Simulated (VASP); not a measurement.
Wanted: the native input for a VASP 6.6.1 run.

| Item | Value |
| --- | --- |
| Task | single point |
| Functional | r2SCAN |
| Potentials or basis | VASP PAW PBE potentials, release 64 (Mg_sv, B) |
| Cutoff | 660 eV |
| k mesh | 10 × 10 × 8 |
| Occupations | fermi-dirac, width 0.05 eV |
| Spin | no spin polarisation |
| Dipole correction | no |
| Second run | valence_matched |
| Further INCAR settings | ALGO = Normal; EDIFF = 1e-06; NBANDS = 15 |

MgB2:

```
CELL_PARAMETERS angstrom
3.08500 0.00000 0.00000
-1.54250 2.67169 0.00000
0.00000 0.00000 3.52300
ATOMIC_POSITIONS crystal
Mg 0.00000 0.00000 0.00000
B 0.66667 0.33333 0.50000
B 0.33333 0.66667 0.50000
```

The input as run:

POSCAR

```
MgB2
1.0
    3.0850000000      0.0000000000      0.0000000000
   -1.5425000000      2.6716883707      0.0000000000
    0.0000000000      0.0000000000      3.5230000000
Mg B
1 2
Direct
    0.0000000000      0.0000000000      0.0000000000
    0.6666666667      0.3333333333      0.5000000000
    0.3333333333      0.6666666667      0.5000000000
```

INCAR.step1

```
SYSTEM = MgB2
PREC = Accurate
ENCUT = 660
ISMEAR = -1
SIGMA = 0.05
LREAL = .FALSE.
LASPH = .TRUE.
NELM = 120
NBANDS = 15
GGA = PE
ALGO = Normal
EDIFF = 1E-5
LWAVE = .TRUE.
LCHARG = .FALSE.
GGA_COMPAT = .FALSE.
```

INCAR.step2

```
SYSTEM = MgB2
PREC = Accurate
ENCUT = 660
EDIFF = 1E-6
ISMEAR = -1
SIGMA = 0.05
LREAL = .FALSE.
LASPH = .TRUE.
NELM = 120
ALGO = Normal
ISIF = 2
LWAVE = .FALSE.
LCHARG = .FALSE.
METAGGA = R2SCAN
LMIXTAU = .TRUE.
NBANDS = 15
ISTART = 1
GGA_COMPAT = .FALSE.
```

KPOINTS

```
Automatic mesh
0
G
  10 10 8
  0 0 0
```

Potentials or basis: VASP PAW PBE potentials, release 64 (Mg_sv, B).

The run is started by

```console
$ cat potpaw_PBE.64/Mg_sv/POTCAR potpaw_PBE.64/B/POTCAR > POTCAR
$ cp INCAR.step1 INCAR
$ mpirun -np 1 vasp_std > vasp.out
$ cp INCAR.step2 INCAR
$ mpirun -np 1 vasp_std > vasp.out
```

It gave:

```json
{"Pressure": "-2.3 GPa", "Band gap on the k mesh": "zero (band 8 reaches 6.29 eV, above the bottom of band 9 at 3.74 eV)"}
```

Caveat: the PAW data sets were made with another functional, which shifts forces and pressure a little.

It took 68 s on 1 thread of Intel(R) Xeon(R) 6975P-C (Granite Rapids), on a shared host, peak memory 0.19 GiB.
